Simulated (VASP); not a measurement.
# KCl: single point with PBE

The system is KCl.

```
K Cl
1.0
     0.00000   -3.18978   -3.18978
    -3.18978    0.00000   -3.18978
     3.18978    3.18978   -6.37957
K Cl
2 2
Direct
  0.96375 0.07200 0.99119
  0.58912 0.41038 0.49119
  0.72084 0.75972 0.75972
  0.22084 0.25972 0.25972
```

This cell differs from its parent crystal: atoms displaced along several vibrational modes.

```json
{
 "Program": "VASP 6.6.1",
 "Task": "single point",
 "Functional": "PBE",
 "Potentials or basis": "VASP PAW PBE potentials, release 64 (K_sv, Cl)",
 "Cutoff": "520 eV",
 "k mesh": "6 × 6 × 6",
 "Occupations": "gaussian, width 0.05 eV",
 "Spin": "no spin polarisation"
}
```

```json
{
  "Pressure": "1.1 GPa",
  "Largest force": "0.831 eV/Å",
  "Band gap on the k mesh": "5.06 eV"
}
```

Forces in eV/Å, atoms in the order of the input:
```
K    0.377  0.010  0.065
K   -0.268  0.786 -0.044
Cl  -0.050 -0.060  0.011
Cl  -0.060 -0.735 -0.032
```

Stress tensor (GPa, compression positive):
```
 1.24  0.38 -0.12
 0.38  2.11  0.01
-0.12  0.01 -0.02
```

Levels at points of the mesh, in eV from the valence-band top:
```csv
k point,band 13,band 14,band 15,band 16,band 17,band 18,band 19,band 20
"(0.00, 0.00, 0.00)",-0.25,-0.02,-0.01,0.00,5.06,7.32,8.28,8.42
"(0.50, 0.00, 0.00)",-0.36,-0.32,-0.28,-0.19,7.38,7.42,7.90,8.13
"(0.00, 0.50, 0.00)",-0.39,-0.34,-0.30,-0.17,7.33,7.52,7.96,8.20
"(0.50, 0.50, 0.50)",-0.36,-0.34,-0.26,-0.19,7.28,7.55,8.03,8.13
"(0.50, 0.50, 0.00)",-0.29,-0.27,-0.20,-0.18,6.76,7.35,8.02,8.44
"(0.00, 0.50, 0.50)",-0.32,-0.28,-0.22,-0.16,6.68,7.46,8.17,8.52
"(0.50, 0.00, 0.50)",-0.30,-0.28,-0.21,-0.15,6.65,7.41,8.16,8.48
"(0.00, 0.00, 0.50)",-0.20,-0.18,-0.08,-0.06,6.24,6.28,7.95,8.03
```

It took 8.9 min on 1 thread of Intel Xeon 8259CL, with other jobs on the host, peak memory 0.45 GiB.

Caveat: the cell differs from its parent crystal (atoms displaced along several vibrational modes). A k mesh can miss the band edges.
